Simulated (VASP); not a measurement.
# Pb (P6_3/mmc) in VASP: notebook

The runs below take Pb through single point, relaxation of cell and atoms, with LDA.

Everything below comes from runs of VASP 6.6.1. Logs are shortened: lines on timing, memory, paths and dates and some standing lists are left out, and cuts for length are marked.

### Step 1. The cell of the first run

It takes space group P6_3/mmc (No. 194, hexagonal). The conventional cell has a = 3.477 Å, b = 3.477 Å, c = 5.500 Å, α = 90.00°, β = 90.00°, γ = 120.00°. Pb (site symmetry -6m2) has 12 Pb at 3.40 to 3.48 Å within 4.5 Å.

### Step 2. Single point, LDA

The input, INCAR:

```
SYSTEM = Pb
ALGO = Normal ; EDIFF = 1E-6
ENCUT = 500 ; GGA_COMPAT = .FALSE.
ISIF = 2 ; ISMEAR = 1
LASPH = .TRUE. ; LCHARG = .TRUE.
LELF = .TRUE. ; LREAL = .FALSE.
LVHAR = .TRUE. ; LWAVE = .FALSE.
NBANDS = 21 ; NELM = 120
PREC = Accurate ; SIGMA = 0.05
```

The input, KPOINTS:

```
k-points
0
G
  7 7 4
  0 0 0
```

The input, POSCAR:

```
Pb
1.0
    3.4768743403      0.0000000000      0.0000000000
   -1.7384371702      3.0110615045      0.0000000000
    0.0000000000      0.0000000000      5.5004993473
Pb
2
Direct
    0.3333333333      0.6666666667      0.2500000000
    0.6666666667      0.3333333333      0.7500000000
```

Potentials or basis: VASP PAW LDA potentials, release 64 (Pb_d).

Command:

```console
> cat potpaw_LDA.64/Pb_d/POTCAR > POTCAR
> mpirun -np 1 vasp_std > vasp.out
```

OUTCAR:

```text
SYSTEM = Pb
   EDIFF = 1E-6
   ENCUT = 500
   ISIF = 2
   ISMEAR = 1
   LASPH = .TRUE.
   LREAL = .FALSE.
   NELM = 120
   PREC = Accurate

 ion  position               nearest neighbor table
   1  0.333  0.667  0.250-   2 3.40   2 3.40   2 3.40   2 3.40   2 3.40   2 3.40
   2  0.667  0.333  0.750-   1 3.40   1 3.40   1 3.40   1 3.40   1 3.40   1 3.40

  LATTYP: Found a hexagonal cell.
 ALAT       =     3.4768743403
 C/A-ratio  =     1.5820242002

  Lattice vectors:

 A1 = (   3.4768743403,   0.0000000000,   0.0000000000)
 A2 = (  -1.7384371702,   3.0110615045,   0.0000000000)
 A3 = (   0.0000000000,   0.0000000000,   5.5004993473)

Analysis of symmetry for initial positions (statically):
=====================================================================
 Subroutine PRICEL returns:
 Original cell was already a primitive cell.

 Routine SETGRP: Setting up the symmetry group for a
 hexagonal supercell.

 Subroutine GETGRP returns: Found 24 space group operations
 (whereof 12 operations were pure point group operations)
 out of a pool of 24 trial point group operations.

The static configuration has the point symmetry D_3d.
 The point group associated with its full space group is D_6h.

Analysis of symmetry for dynamics (positions and initial velocities):
=====================================================================
 Subroutine PRICEL returns:
 Original cell was already a primitive cell.

 Routine SETGRP: Setting up the symmetry group for a
 hexagonal supercell.

 Subroutine GETGRP returns: Found 24 space group operations
 (whereof 12 operations were pure point group operations)
 out of a pool of 24 trial point group operations.

The dynamic configuration has the point symmetry D_3d.
 The point group associated with its full space group is D_6h.

 Subroutine INISYM returns: Found 24 space group operations
 (whereof 12 operations are pure point group operations),
 and found     1 'primitive' translations

----------------------------------------------------------------------------------------

                                     Primitive cell

  volume of cell :      57.5852

  direct lattice vectors                    reciprocal lattice vectors
     3.476874340  0.000000000  0.000000000     0.287614651  0.166054396  0.000000000
    -1.738437170  3.011061505  0.000000000     0.000000000  0.332108792  0.000000000
     0.000000000  0.000000000  5.500499347     0.000000000  0.000000000  0.181801676

  length of vectors
     3.476874340  3.476874340  5.500499347     0.332108792  0.332108792  0.181801676

  position of ions in fractional coordinates (direct lattice)
     0.333333333  0.666666667  0.250000000
     0.666666667  0.333333333  0.750000000

  ion indices of the primitive-cell ions
   primitive index   ion index
                 1           1
                 2           2

----------------------------------------------------------------------------------------

 KPOINTS: k-points

Automatic generation of k-mesh.
 Grid dimensions read from file:
 generate k-points for:    7    7    4

 Generating k-lattice:

  Cartesian coordinates                     Fractional coordinates (reciprocal lattice)
     0.041087807  0.023722057  0.000000000     0.142857143  0.000000000  0.000000000
     0.000000000  0.047444113  0.000000000     0.000000000  0.142857143  0.000000000
     0.000000000  0.000000000  0.045450419     0.000000000  0.000000000  0.250000000

  Length of vectors
     0.047444113  0.047444113  0.045450419

  Shift w.r.t. Gamma in fractional coordinates (k-lattice)
     0.000000000  0.000000000  0.000000000

 Subroutine IBZKPT returns following result:
 ===========================================

 Found     24 irreducible k-points:

 Following reciprocal coordinates:
            Coordinates               Weight
  0.000000  0.000000  0.000000      1.000000
  0.142857  0.000000  0.000000      6.000000
  0.285714  0.000000  0.000000      6.000000
  0.428571 -0.000000  0.000000      6.000000
  0.142857  0.142857  0.000000      6.000000
  0.285714  0.142857  0.000000     12.000000
[... 16 lines left out ...]
  0.428571  0.142857  0.500000      6.000000
  0.285714  0.285714  0.500000      6.000000
   k-points           NKPTS =     24   k-points in BZ     NKDIM =     24   number of bands    NBANDS=     21
   number of dos      NEDOS =    301   number of ions     NIONS =      2
   total plane-waves  NPLWV =  31360
   dimension x,y,z NGX =    28 NGY =   28 NGZ =   40
   dimension x,y,z NGXF=    56 NGYF=   56 NGZF=   80
   ions per type =               2
   NGX,Y,Z   is equivalent  to a cutoff of  13.39, 13.39, 12.09 a.u.
   NGXF,Y,Z  is equivalent  to a cutoff of  26.78, 26.78, 24.18 a.u.
 SYSTEM =  Pb
   PREC   = accura    normal or accurate (medium, high low for compatibility)
   ISTART =      0    job   : 0-new  1-cont  2-samecut
   ICHARG =      2    charge: 1-file 2-atom 10-const
   ISPIN  =      1    spin polarized calculation?
   LNONCOLLINEAR =      F non collinear calculations
   LSORBIT =      F    spin-orbit coupling
   LASPH  =      T    aspherical Exc in radial PAW
   ENCUT  =  500.0 eV  36.75 Ry    6.06 a.u.   6.34  6.34 10.03*2*pi/ulx,y,z
   NELM   =    120;   NELMIN=  2; NELMDL= -5     # of ELM steps
   EDIFF  = 0.1E-05   stopping-criterion for ELM
   LREAL  =      F    real-space projection
   EDIFFG = 0.1E-04   stopping-criterion for IOM
   NSW    =      0    number of steps for IOM
   IBRION =     -1    ionic relax: 0-MD 1-quasi-New 2-CG
   NFREE  =      0    steps in history (QN), initial steepest desc. (CG)
   ISIF   =      2    stress and relaxation
   ISYM   =      2    0-nonsym 1-usesym 2-fastsym
   POTIM  = 0.5000    time-step for ionic-motion
   TEBEG  =    0.0;   TEEND  =   0.0 temperature during run
   PSTRESS=    0.0 pullay stress
   NELECT =      28.0000    total number of electrons
   NUPDOWN=      -1.0000    fix difference up-down
   EMIN   =  10.00;   EMAX   =-10.00  energy-range for DOS
   EFERMI =   0.00;   METHOD = LEGACY
   ISMEAR =     1;   SIGMA  =   0.05  broadening in eV -4-tet -1-fermi 0-gaus
   EFERMI_NEDOS =   21; number of points for ismear=-14 and -15
   IALGO  =     38    algorithm
   IMIX   =      4    mixing-type and parameters
     AMIX     =   0.40;   BMIX     =  1.00
     AMIX_MAG =   1.60;   BMIX_MAG =  1.00
  volume/ion in A,a.u.               =      28.79       194.30
  Fermi-wavevector in a.u.,A,eV,Ry     =   1.287332  2.432705 22.547900  1.657224
  Thomas-Fermi vector in A             =   2.419353
   LORBIT       =      0    0 simple, 1 ext, 2 COOP (PROOUT), +10 PAW based schemes
   GGA     = CA    functional components
   LHFCALC =     F    Hartree Fock is set to
   AEXX    =    0.0000 exact exchange contribution
   IVDW    =     0    specifies the selected vdW correction
   LEPSILON=     F    determine dielectric tensor
   LRPA    =     F    only Hartree local field effects (RPA)
 non-spin polarized calculation
 Methfessel and Paxton  Order N= 1 SIGMA  =   0.05
  energy-cutoff  :      500.00
  volume of cell :       57.59
 maximum number of plane-waves:      1496
 NGX is ok and might be reduce to    28
   NGX = 13   NGY = 13   NGZ = 21

 number of electron      27.9999992 magnetization

 Free energy of the ion-electron system (eV)
  ---------------------------------------------------
  ext. energy  EPLUGINS =         0.00000000
  ---------------------------------------------------
  free energy    TOTEN  =        -8.48692344 eV

  energy without entropy =       -8.48687610  energy(sigma->0) =       -8.48690766

 E-fermi :   7.6517     XC(G=0): -10.7070

 val. band max:        7.6227708001   @ k =   0.2857   0.0000   0.2500
 cond. band min:       7.9037399936   @ k =   0.4286   0.1429   0.0000
 fundamental gap:      0.2809691935
 Fermi energy:         7.6516506389

 k-point     1 :       0.0000    0.0000    0.0000
  band No.  band energies     occupation
      1      -9.5009      2.00000
      2      -9.4348      2.00000
      3      -9.4292      2.00000
      4      -9.4292      2.00000
      5      -9.4010      2.00000
      6      -9.4010      2.00000
[... 13 lines left out ...]
     20      16.6367      0.00000
     21      19.1714      0.00000

 k-point     2 :       0.1429    0.0000    0.0000
  band No.  band energies     occupation
      1      -9.5057      2.00000
      2      -9.4493      2.00000
      3      -9.3980      2.00000
      4      -9.3953      2.00000
      5      -9.3919      2.00000
      6      -9.3795      2.00000
[... 13 lines left out ...]
     20      18.0979      0.00000
     21      18.1842      0.00000

 k-point     3 :       0.2857    0.0000    0.0000
  band No.  band energies     occupation
      1      -9.5706      2.00000
      2      -9.4584      2.00000
      3      -9.4368      2.00000
      4      -9.4335      2.00000
      5      -9.3588      2.00000
      6      -9.2674      2.00000
[... 13 lines left out ...]
     20      16.8072      0.00000
     21      18.4629      0.00000

 k-point     4 :       0.4286   -0.0000    0.0000
  band No.  band energies     occupation
      1      -9.6203      2.00000
      2      -9.5167      2.00000
      3      -9.4636      2.00000
      4      -9.4552      2.00000
      5      -9.3081      2.00000
      6      -9.2944      2.00000
[... 13 lines left out ...]
     20      16.0563      0.00000
     21      18.1942      0.00000

 k-point     5 :       0.1429    0.1429    0.0000
  band No.  band energies     occupation
      1      -9.4909      2.00000
      2      -9.4879      2.00000
      3      -9.4447      2.00000
      4      -9.4169      2.00000
      5      -9.3616      2.00000
      6      -9.3345      2.00000
[... 13 lines left out ...]
     20      16.7346      0.00000
     21      17.5885      0.00000

 k-point     6 :       0.2857    0.1429    0.0000
  band No.  band energies     occupation
      1      -9.5459      2.00000
      2      -9.5175      2.00000
      3      -9.4344      2.00000
      4      -9.4340      2.00000
      5      -9.3332      2.00000
      6      -9.2866      2.00000
[... 13 lines left out ...]
     20      16.3045      0.00000
     21      20.2606      0.00000

 k-point     7 :       0.4286    0.1429    0.0000
  band No.  band energies     occupation
      1      -9.5697      2.00000
      2      -9.5512      2.00000
      3      -9.4370      2.00000
      4      -9.4184      2.00000
      5      -9.3129      2.00000
      6      -9.3017      2.00000
[... 13 lines left out ...]
     20      16.0379      0.00000
     21      20.5965      0.00000
[... 291 lines left out ...]
      1      -9.5433      2.00000
      2      -9.5433      2.00000
      3      -9.4934      2.00000
      4      -9.4934      2.00000
      5      -9.3046      2.00000
      6      -9.3046      2.00000
[... 13 lines left out ...]
     20      14.6435      0.00000
     21      16.8615      0.00000

 k-point    21 :       0.1429    0.1429    0.5000
  band No.  band energies     occupation
      1      -9.5004      2.00000
      2      -9.5004      2.00000
      3      -9.4166      2.00000
      4      -9.4166      2.00000
      5      -9.3582      2.00000
      6      -9.3582      2.00000
[... 13 lines left out ...]
     20      16.9397      0.00000
     21      19.3115      0.00000

 k-point    22 :       0.2857    0.1429    0.5000
  band No.  band energies     occupation
      1      -9.5203      2.00000
      2      -9.5203      2.00000
      3      -9.4350      2.00000
      4      -9.4350      2.00000
      5      -9.3227      2.00000
      6      -9.3227      2.00000
[... 13 lines left out ...]
     20      16.7953      0.00000
     21      18.1194      0.00000

 k-point    23 :       0.4286    0.1429    0.5000
  band No.  band energies     occupation
      1      -9.5257      2.00000
      2      -9.5257      2.00000
      3      -9.4604      2.00000
      4      -9.4604      2.00000
      5      -9.3235      2.00000
      6      -9.3235      2.00000
[... 13 lines left out ...]
     20      16.2126      0.00000
     21      17.1151      0.00000

 k-point    24 :       0.2857    0.2857    0.5000
  band No.  band energies     occupation
      1      -9.5108      2.00000
      2      -9.5108      2.00000
      3      -9.3737      2.00000
      4      -9.3737      2.00000
      5      -9.3383      2.00000
      6      -9.3383      2.00000
[... 13 lines left out ...]
     20      17.0644      0.00000
     21      17.7982      0.00000

------------------------ aborting loop because EDIFF is reached ----------------------------------------

  FORCE on cell =-STRESS in cart. coord.  units (eV):
  Direction    XX          YY          ZZ          XY          YZ          ZX
  --------------------------------------------------------------------------------------
  -------------------------------------------------------------------------------------
  Total        0.0091405      0.0091405      0.0538289     -0.0000000      0.0000000     -0.0000000
  in kB        0.2543147      0.2543147      1.4976677     -0.0000000      0.0000000     -0.0000000
  external PRESSURE =       0.6687657 kB  Pullay stress =       0.0000000 kB

 VOLUME and BASIS-vectors are now :
 -----------------------------------------------------------------------------
  energy-cutoff  :      500.00
  volume of cell :       57.59
      direct lattice vectors                 reciprocal lattice vectors
     3.476874340  0.000000000  0.000000000     0.287614651  0.166054396  0.000000000
    -1.738437170  3.011061505  0.000000000     0.000000000  0.332108792  0.000000000
     0.000000000  0.000000000  5.500499347     0.000000000  0.000000000  0.181801676

 POSITION                                       TOTAL-FORCE (eV/Angst)
 -----------------------------------------------------------------------------------
     -0.00000      2.00737      1.37512         0.000000      0.000000      0.000000
      1.73844      1.00369      4.12537        -0.000000     -0.000000      0.000000
 -----------------------------------------------------------------------------------
    total drift:                               -0.000000      0.000000      0.000000

  FREE ENERGIE OF THE ION-ELECTRON SYSTEM (eV)
  ---------------------------------------------------
  free  energy   TOTEN  =        -8.4869234357 eV

  energy  without entropy=       -8.4868760999  energy(sigma->0) =       -8.48690766
```

Wall time 8.7 s (1 thread of Intel Xeon 6975P-C (Granite Rapids), shared host); peak memory 0.16 GiB.

What came out:

```yaml
Free_energy: -8.4869 eV
Pressure: 0.1 GPa
Band_gap_on_the_k_mesh: zero (band 14 reaches 13.03 eV, above the bottom of band 15 at 6.58 eV)
```

Levels at points of the mesh, in eV from the Fermi level:
```csv
k point,band 12,band 13,band 14,band 15,band 16,band 17
"(0.00, 0.00, 0.00)",-7.96,-4.42,5.37,5.37,7.38,7.38
"(0.00, 0.00, 0.50)",-10.84,1.18,1.18,6.33,6.33,6.33
```

Caveat: spin-orbit coupling is left out, which moves the levels of the heavy elements.

### Step 3. Relaxation of cell and atoms, LDA

This run uses another cell than the first one, of 30.32 Å³/atom, 1.053 times its volume.

The input, INCAR:

```
PREC = Accurate
ENCUT = 500
EDIFF = 1E-7
ISMEAR = 1
SIGMA = 0.05
LREAL = False
LASPH = True
NELM = 120
ALGO = Normal
ISIF = 3
LWAVE = False
LCHARG = False
IBRION = 2
NSW = 50
EDIFFG = -0.01
GGA_COMPAT = False
NELMIN = 4
```

The input, KPOINTS:

```
regular mesh
0
Gamma
  7 7 4
```

The input, POSCAR:

```
Pb
1.0
    3.5000000000      0.0000000000      0.0000000000
   -1.7500000000      3.0310889132      0.0000000000
    0.0000000000      0.0000000000      5.7155000000
Pb
2
Direct
    0.3333333333      0.6666666667      0.2500000000
    0.6666666667      0.3333333333      0.7500000000
```

Potentials or basis: VASP PAW LDA potentials, release 64 (Pb_d).

Command:

```console
> cat potpaw_LDA.64/Pb_d/POTCAR > POTCAR
> mpirun -np 1 vasp_std > vasp.out
```

Wall time 28 s (1 thread of Intel Xeon 6975P-C (Granite Rapids), shared host); peak memory 0.16 GiB.

The run converged. Its results:

| Property | Result |
| --- | --- |
| Free energy | -8.4885 eV |
| Relaxed volume | 28.84 Å³/atom |
| Relaxed cell | a = 3.477 Å, b = 3.477 Å, c = 5.509 Å, α = 90.00°, β = 90.00°, γ = 120.00° |
| Space group after relaxing (to 0.05 Å) | P6_3/mmc (No. 194) |
| Energy gained by relaxing | 16.3 meV/atom |
| Ionic steps | 5 |
| Pressure after relaxing | 0.0 GPa |
| Band gap on the k mesh | zero (band 14 reaches 13.02 eV, above the bottom of band 15 at 6.57 eV) |

Step by step:
```tsv
step	energy change (eV)	largest force (eV/Å)	pressure (GPa)	volume (Å³)
1	0.0000	0.0000	-2.39	60.63
2	-0.0293	0.0000	0.93	56.75
3	-0.0308	0.0000	0.22	57.42
4	-0.0324	0.0000	0.04	57.62
5	-0.0326	0.0000	-0.03	57.68
```

Final structure:
```
Pb
1.0
     3.47699    0.00000    0.00000
    -1.73849    3.01116    0.00000
     0.00000    0.00000    5.50926
Pb
2
Direct
  0.33333 0.66667 0.25000
  0.66667 0.33333 0.75000
```

Levels at points of the mesh, in eV from the Fermi level:
```
           k point  band 10  band 11  band 12  band 13  band 14  band 15  band 16  band 17  band 18
(0.00, 0.00, 0.00)   -16.79   -12.17    -7.97    -4.41     5.39     5.39     7.38     7.38     8.42
(0.00, 0.00, 0.50)   -16.87   -10.83   -10.83     1.16     1.16     6.34     6.34     6.34     6.34
```

Caveat: spin-orbit coupling is left out, which moves the levels of the heavy elements.
